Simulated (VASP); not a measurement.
# KMgF3 (R-3m) in VASP: a series of runs

Runs on KMgF3. Level: PBE. Tasks: single point.

Program: VASP 6.6.1. These are calculated values, not measurements. Logs are shortened: lines on timing, memory, paths and dates and some standing lists are left out, and cuts for length are marked.

## Step 1: The cell of the first run

It takes space group R-3m (No. 166, trigonal). The conventional cell has a = 6.319 Å, b = 6.319 Å, c = 5.494 Å, α = 90.00°, β = 90.00°, γ = 120.00°. K (site symmetry -3m) has 12 F at 2.58 to 3.16 Å and 2 Mg at 2.75 Å within 3.4 Å. Within 2.7 Å of Mg (site symmetry -3m) lie 6 F at 2.04 Å. F (site symmetry 2/m) has 2 Mg at 2.04 Å and 2 K at 2.58 Å and 4 F at 2.58 Å within 2.7 Å.

## Step 2: Single point, PBE

Contents of INCAR:

```
PREC     = Accurate       # precision mode
ENCUT    = 520            # plane-wave cutoff, eV
EDIFF    = 1E-6           # SCF threshold, eV
ISMEAR   = 0              # smearing method
SIGMA    = 0.05           # smearing width, eV
LREAL    = F              # projectors in reciprocal space
LASPH    = T              # aspherical terms in the spheres
NELM     = 80             # most SCF steps
ALGO     = Normal         # electronic algorithm
ISIF     = 2              # what is computed and relaxed
LWAVE    = F              # write WAVECAR
LCHARG   = F              # write CHGCAR
GGA      = PE             # functional
NBANDS   = 24             # bands
```

Contents of KPOINTS:

```
regular mesh
0
Gamma
  6 6 6
```

Contents of POSCAR:

```
KMgF3
1.0
    4.0360355723     -0.4319004856     -0.4319004856
   -0.4319004856      4.0360355723     -0.4319004856
   -0.4319004856     -0.4319004856      4.0360355723
K Mg F
1 1 3
Direct
    0.5000000000      0.5000000000      0.5000000000
    0.0000000000      0.0000000000      0.0000000000
    0.5000000000      0.0000000000      0.0000000000
    0.0000000000      0.5000000000      0.0000000000
    0.0000000000      0.0000000000      0.5000000000
```

Potentials or basis: VASP PAW PBE potentials, release 64 (K_sv, Mg, F).

On the command line:

```console
cat potpaw_PBE.64/K_sv/POTCAR potpaw_PBE.64/Mg/POTCAR potpaw_PBE.64/F/POTCAR > POTCAR
mpirun -np 1 vasp_std > vasp.out
```

OUTCAR:

```text
PREC = Accurate
   ENCUT = 520
   EDIFF = 1E-6
   ISMEAR = 0
   LREAL = F
   LASPH = T
   NELM = 80
   ISIF = 2
   GGA = PE

 ion  position               nearest neighbor table
   1  0.500  0.500  0.500-   3 2.58   4 2.58   5 2.58   3 2.58   4 2.58   5 2.58   2 2.75   2 2.75

   2  0.000  0.000  0.000-   3 2.04   4 2.04   5 2.04   5 2.04   4 2.04   3 2.04   1 2.75   1 2.75

   3  0.500  0.000  0.000-   2 2.04   2 2.04   1 2.58   1 2.58
   4  0.000  0.500  0.000-   2 2.04   2 2.04   1 2.58   1 2.58
   5  0.000  0.000  0.500-   2 2.04   2 2.04   1 2.58   1 2.58

  LATTYP: Found a trigonal (rhomboedric) cell.
 ALAT       =     4.0819920627
 COS(alpha) =    -0.1980352222

  Lattice vectors:

 A1 = (   4.0360355723,  -0.4319004856,  -0.4319004856)
 A2 = (  -0.4319004856,   4.0360355723,  -0.4319004856)
 A3 = (  -0.4319004856,  -0.4319004856,   4.0360355723)

Analysis of symmetry for initial positions (statically):
=====================================================================
 Subroutine PRICEL returns:
 Original cell was already a primitive cell.

 Routine SETGRP: Setting up the symmetry group for a
 trigonal (rhombohedral) supercell.

 Subroutine GETGRP returns: Found 12 space group operations
 (whereof 12 operations were pure point group operations)
 out of a pool of 12 trial point group operations.

The static configuration has the point symmetry D_3d.

Analysis of symmetry for dynamics (positions and initial velocities):
=====================================================================
 Subroutine PRICEL returns:
 Original cell was already a primitive cell.

 Routine SETGRP: Setting up the symmetry group for a
 trigonal (rhombohedral) supercell.

 Subroutine GETGRP returns: Found 12 space group operations
 (whereof 12 operations were pure point group operations)
 out of a pool of 12 trial point group operations.

The dynamic configuration has the point symmetry D_3d.

 Subroutine INISYM returns: Found 12 space group operations
 (whereof 12 operations are pure point group operations),
 and found     1 'primitive' translations

[... 90 lines left out ...]
 SYSTEM =  unknown system
   PREC   = accura    normal or accurate (medium, high low for compatibility)
   ISTART =      0    job   : 0-new  1-cont  2-samecut
   ICHARG =      2    charge: 1-file 2-atom 10-const
   ISPIN  =      1    spin polarized calculation?
   LNONCOLLINEAR =      F non collinear calculations
   LSORBIT =      F    spin-orbit coupling
   LASPH  =      T    aspherical Exc in radial PAW
   ENCUT  =  520.0 eV  38.22 Ry    6.18 a.u.   7.59  7.59  7.59*2*pi/ulx,y,z
   NELM   =     80;   NELMIN=  2; NELMDL= -5     # of ELM steps
   EDIFF  = 0.1E-05   stopping-criterion for ELM
   LREAL  =      F    real-space projection
   EDIFFG = 0.1E-04   stopping-criterion for IOM
   NSW    =      0    number of steps for IOM
   IBRION =     -1    ionic relax: 0-MD 1-quasi-New 2-CG
   NFREE  =      0    steps in history (QN), initial steepest desc. (CG)
   ISIF   =      2    stress and relaxation
   ISYM   =      2    0-nonsym 1-usesym 2-fastsym
   POTIM  = 0.5000    time-step for ionic-motion
   TEBEG  =    0.0;   TEEND  =   0.0 temperature during run
   PSTRESS=    0.0 pullay stress
   NELECT =      32.0000    total number of electrons
   NUPDOWN=      -1.0000    fix difference up-down
   EMIN   =  10.00;   EMAX   =-10.00  energy-range for DOS
   EFERMI =   0.00;   METHOD = LEGACY
   ISMEAR =     0;   SIGMA  =   0.05  broadening in eV -4-tet -1-fermi 0-gaus
   EFERMI_NEDOS =   21; number of points for ismear=-14 and -15
   IALGO  =     38    algorithm
   IMIX   =      4    mixing-type and parameters
     AMIX     =   0.40;   BMIX     =  1.00
     AMIX_MAG =   1.60;   BMIX_MAG =  1.00
  volume/ion in A,a.u.               =      12.67        85.47
  Fermi-wavevector in a.u.,A,eV,Ry     =   1.303962  2.464132 23.134232  1.700318
  Thomas-Fermi vector in A             =   2.434930
   LORBIT       =      0    0 simple, 1 ext, 2 COOP (PROOUT), +10 PAW based schemes
   GGA     = PE    functional components
   LHFCALC =     F    Hartree Fock is set to
   AEXX    =    0.0000 exact exchange contribution
   IVDW    =     0    specifies the selected vdW correction
   LEPSILON=     F    determine dielectric tensor
   LRPA    =     F    only Hartree local field effects (RPA)
 non-spin polarized calculation
 Gauss-broadening in eV      SIGMA  =   0.05
  energy-cutoff  :      520.00
  volume of cell :       63.33
 maximum number of plane-waves:      1723
   NGX = 15   NGY = 15   NGZ = 15

 number of electron      32.0000026 magnetization

 Free energy of the ion-electron system (eV)
  ---------------------------------------------------
  ext. energy  EPLUGINS =         0.00000000
  ---------------------------------------------------
  free energy    TOTEN  =       -22.96354553 eV

  energy without entropy =      -22.96354553  energy(sigma->0) =      -22.96354553

 E-fermi :  -0.7843     XC(G=0):  -9.6528

 val. band max:       -1.0003912520   @ k =   0.5000   0.5000   0.5000
 cond. band min:       5.3161432842   @ k =   0.0000   0.0000   0.0000
 fundamental gap:      6.3165345362
 Fermi energy:        -0.7843432953

 k-point     1 :       0.0000    0.0000    0.0000
  band No.  band energies     occupation
      1     -27.5071      2.00000
      2     -21.4848      2.00000
      3     -20.7450      2.00000
      4     -20.7450      2.00000
      5     -11.4290      2.00000
      6     -10.9007      2.00000
[... 637 lines left out ...]
     23      12.2755      0.00000
     24      12.6681      0.00000

 [... further k-points ...]
[... 5 lines left out ...]
  --------------------------------------------------------------------------------------
  -------------------------------------------------------------------------------------
  Total        2.1533382      2.1533382      2.1533382      4.1378987      4.1378987      4.1378987
  in kB       54.4808187     54.4808187     54.4808187    104.6914561    104.6914561    104.6914561
  external PRESSURE =      54.4808187 kB  Pullay stress =       0.0000000 kB

 VOLUME and BASIS-vectors are now :
 -----------------------------------------------------------------------------
  energy-cutoff  :      520.00
  volume of cell :       63.33
      direct lattice vectors                 reciprocal lattice vectors
     4.036035572 -0.431900486 -0.431900486     0.254289726  0.030472736  0.030472736
    -0.431900486  4.036035572 -0.431900486     0.030472736  0.254289726  0.030472736
    -0.431900486 -0.431900486  4.036035572     0.030472736  0.030472736  0.254289726

 POSITION                                       TOTAL-FORCE (eV/Angst)
 -----------------------------------------------------------------------------------
      1.58612      1.58612      1.58612        -0.000000     -0.000000      0.000000
      0.00000      0.00000      0.00000        -0.000000     -0.000000      0.000000
      2.01802     -0.21595     -0.21595         0.000000      0.000000     -0.000000
     -0.21595      2.01802     -0.21595        -0.000000     -0.000000      0.000000
     -0.21595     -0.21595      2.01802         0.000000      0.000000     -0.000000
 -----------------------------------------------------------------------------------
    total drift:                               -0.000000     -0.000000      0.000000

  FREE ENERGIE OF THE ION-ELECTRON SYSTEM (eV)
  ---------------------------------------------------
  free  energy   TOTEN  =       -22.9635455288 eV

  energy  without entropy=      -22.9635455288  energy(sigma->0) =      -22.96354553
```

stdout:

```text
POSCAR found type information on POSCAR K MgF
 POSCAR found :  3 types and       5 ions
 scaLAPACK will be used
 LDA part: xc-table for (Slater+PW92), standard interpolation
 POSCAR, INCAR and KPOINTS ok, starting setup
 FFT: planning ... GRIDC
 FFT: planning ... GRID_SOFT
 FFT: planning ... GRID
 WAVECAR not read
 entering main loop
```

Run time: 34 s. Hardware: 1 thread of Intel Xeon Platinum 8259CL at 2.50GHz (Skylake/Cascade Lake), shared host; peak memory 0.19 GiB.

Results:

```
Free energy            : -22.9635 eV
Pressure               : 5.4 GPa
Band gap on the k mesh : 6.32 eV, indirect (least direct gap 6.40 eV)
```

Stress tensor (GPa, compression positive):
```
 5.45 10.47 10.47
10.47  5.45 10.47
10.47 10.47  5.45
```

 A k mesh can miss the band edges.

[end of part 1 of 3]
